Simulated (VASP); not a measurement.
# P (Fm-3m) in VASP: a series of runs, part 2 of 2

VASP 6.6.1. The steps go on from the part before.

## (5) Single point, PBE

This run uses another cell than the first one, of 20.05 Å³/atom.

INCAR

```
SYSTEM = P
  PREC = Accurate
  ENCUT = 500
  EDIFF = 1E-6
  ISMEAR = 0
  SIGMA = 0.1
  LREAL = .FALSE.
  LASPH = .TRUE.
  NELM = 120
  ALGO = Normal
  ISIF = 2
  LWAVE = .FALSE.
  LCHARG = .FALSE.
  GGA = PE
  NBANDS = 30
  GGA_COMPAT = .FALSE.
```

KPOINTS

```
Automatic mesh
0
G
  8 8 8
  0 0 0
```

POSCAR

```
P
1.0
    0.0000000000      4.3127359287      4.3127359287
    4.3127359287      0.0000000000      4.3127359287
    4.3127359287      4.3127359287      0.0000000000
P
8
Direct
    0.8657168287      0.8657168287      0.8657168287
    0.8657168287      0.8657168287      0.4028495139
    0.8657168287      0.4028495139      0.8657168287
    0.4028495139      0.8657168287      0.8657168287
    0.1342831713      0.1342831713      0.5971504861
    0.1342831713      0.1342831713      0.1342831713
    0.1342831713      0.5971504861      0.1342831713
    0.5971504861      0.1342831713      0.1342831713
```

On the command line:

```
$ cat potpaw_PBE.64/P/POTCAR > POTCAR
$ mpirun -np 1 vasp_std > vasp.out
```

Run time: 1.8 min. Hardware: 1 thread of AMD EPYC 9R45 (Zen 5), shared host; peak memory 0.31 GiB.

It converged, with:

- Free energy: -40.1118 eV
- Pressure: -0.2 GPa
- Largest force: 0.059 eV/Å
- Band gap on the k mesh: zero (bands 20 and 21 overlap by 1.61 eV)

Forces on the atoms (eV/Å):
```
P    0.034  0.034  0.034
P   -0.034 -0.034  0.034
P   -0.034  0.034 -0.034
P    0.034 -0.034 -0.034
P    0.034  0.034 -0.034
P   -0.034 -0.034 -0.034
P    0.034 -0.034  0.034
P   -0.034  0.034  0.034
```

Levels at points of the mesh, in eV from the Fermi level:
```tsv
k point	band 18	band 19	band 20	band 21	band 22	band 23
(0.00, 0.00, 0.00)	1.20	1.20	1.20	1.51	1.51	1.51
(0.50, 0.00, 0.00)	-1.70	-1.25	-0.40	-0.40	1.91	1.91
(0.50, 0.50, 0.00)	-1.68	-0.91	-0.91	0.52	0.93	0.93
```

Caveat: this functional lacks dispersion, which holds the molecules together, so the pressure and a relaxed volume are unreliable.

## (6) Relaxation of cell and atoms, PBE

This run uses another cell than the first one, of 19.88 Å³/atom.

INCAR

```
SYSTEM = P
PREC = Accurate
ENCUT = 500
EDIFF = 1E-7
ISMEAR = 0
SIGMA = 0.1
LREAL = .FALSE.
LASPH = .TRUE.
NELM = 120
ALGO = Normal
ISIF = 3
LWAVE = .FALSE.
LCHARG = .FALSE.
GGA = PE
IBRION = 2
NSW = 100
EDIFFG = -0.01
GGA_COMPAT = .FALSE.
NELMIN = 4
```

KPOINTS is that of step 5.

POSCAR

```
P
1.0
    0.0000000000      4.3001378339      4.3001378339
    4.3001378339      0.0000000000      4.3001378339
    4.3001378339      4.3001378339      0.0000000000
P
8
Direct
    0.8650226034      0.8650226034      0.8650226034
    0.8650226034      0.8650226034      0.4049321898
    0.8650226034      0.4049321898      0.8650226034
    0.4049321898      0.8650226034      0.8650226034
    0.1349773966      0.1349773966      0.5950678102
    0.1349773966      0.1349773966      0.1349773966
    0.1349773966      0.5950678102      0.1349773966
    0.5950678102      0.1349773966      0.1349773966
```

Potentials or basis: VASP PAW PBE potentials, release 64 (P).

On the command line:

```
$ cat potpaw_PBE.64/P/POTCAR > POTCAR
$ mpirun -np 1 vasp_std > vasp.out
```

It took 5.1 min on 1 thread of AMD EPYC 9R45 (Zen 5), shared host; peak memory 0.32 GiB.

Results (log left out):

```
Free energy                           : -40.1131 eV
Relaxed volume                        : 20.12 Å³/atom
Relaxed cell                          : a = 6.106 Å, b = 6.106 Å, c = 6.106 Å, α = 60.00°, β = 60.00°, γ = 60.00°
Space group after relaxing (to 0.1 Å) : Fm-3m (No. 225)
Energy gained by relaxing             : 0.9 meV/atom
Ionic steps                           : 5
Pressure after relaxing               : 0.1 GPa
Band gap on the k mesh                : zero (bands 20 and 21 overlap by 1.64 eV)
```

Step by step:
| step | energy change (eV) | largest force (eV/Å) | pressure (GPa) | volume (Å³) |
| --- | --- | --- | --- | --- |
| 1 | 0.0000 | 0.1119 | -0.23 | 159.03 |
| 2 | -0.0025 | 0.0169 | 0.38 | 158.37 |
| 3 | -0.0026 | 0.0289 | 0.31 | 158.45 |
| 4 | -0.0043 | 0.0214 | 0.24 | 159.07 |
| 5 | -0.0068 | 0.0002 | 0.07 | 160.95 |

Final structure:
```yaml
crystal:
  lattice:
    - [0.00000, 4.31742, 4.31742]
    - [4.31742, 0.00000, 4.31742]
    - [4.31742, 4.31742, 0.00000]
  atoms:
    - { symbol: P, position: [0.86619, 0.86619, 0.86619] }
    - { symbol: P, position: [0.86619, 0.86619, 0.40143] }
    - { symbol: P, position: [0.86619, 0.40143, 0.86619] }
    - { symbol: P, position: [0.40143, 0.86619, 0.86619] }
    - { symbol: P, position: [0.13381, 0.13381, 0.59857] }
    - { symbol: P, position: [0.13381, 0.13381, 0.13381] }
    - { symbol: P, position: [0.13381, 0.59857, 0.13381] }
    - { symbol: P, position: [0.59857, 0.13381, 0.13381] }
```

Levels at points of the mesh, in eV from the Fermi level:
| k point | band 17 | band 18 | band 19 | band 20 | band 21 | band 22 | band 23 | band 24 |
| --- | --- | --- | --- | --- | --- | --- | --- | --- |
| (0.00, 0.00, 0.00) | -2.23 | 1.24 | 1.24 | 1.24 | 1.47 | 1.47 | 1.47 | 1.50 |
| (0.50, 0.00, 0.00) | -1.70 | -1.70 | -1.24 | -0.37 | -0.37 | 1.89 | 1.89 | 2.29 |
| (0.50, 0.50, 0.00) | -1.63 | -1.63 | -0.95 | -0.95 | 0.53 | 0.91 | 0.91 | 2.02 |

Caveat: this functional lacks dispersion, which holds the molecules together, so the pressure and a relaxed volume are unreliable.

## (7) The runs side by side

| task | cell | k mesh | gap on the mesh (eV) | pressure (GPa) | relaxed volume (Å³/atom) | largest force (eV/Å) |
| --- | --- | --- | --- | --- | --- | --- |
| single point | a = 5.919 Å, angles 60.0°, 8 atoms, atomic positions A | 4 × 4 × 4 | none | 6.5 | - | 0.72 |
| single point | a = 6.081 Å, angles 60.0°, 8 atoms, atomic positions B | 4 × 4 × 4 | none | 0.1 | - | 0.02 |
| relaxation of cell and atoms | relaxed from a = 5.919 Å, angles 60.0°, 8 atoms, atomic positions A | 4 × 4 × 4 | none | 0.0 | 19.88 | 0.03 |
| single point | a = 6.099 Å, angles 60.0°, 8 atoms, atomic positions C | 8 × 8 × 8 | none | -0.2 | - | 0.06 |
| relaxation of cell and atoms | relaxed from a = 6.081 Å, angles 60.0°, 8 atoms, atomic positions B | 8 × 8 × 8 | none | 0.1 | 20.12 | - |

Alike in all rows: level PBE; potentials or basis VASP PAW PBE potentials, release 64 (P); no spin polarisation; cutoff (eV) 500; smearing gaussian 0.1 eV.

Caveats: this functional lacks dispersion, which holds the molecules together, so the pressure and a relaxed volume are unreliable; the cell stands under pressure (at least some runs).

Total energies depend on the potentials used, so only differences within one code and one set of settings carry meaning.
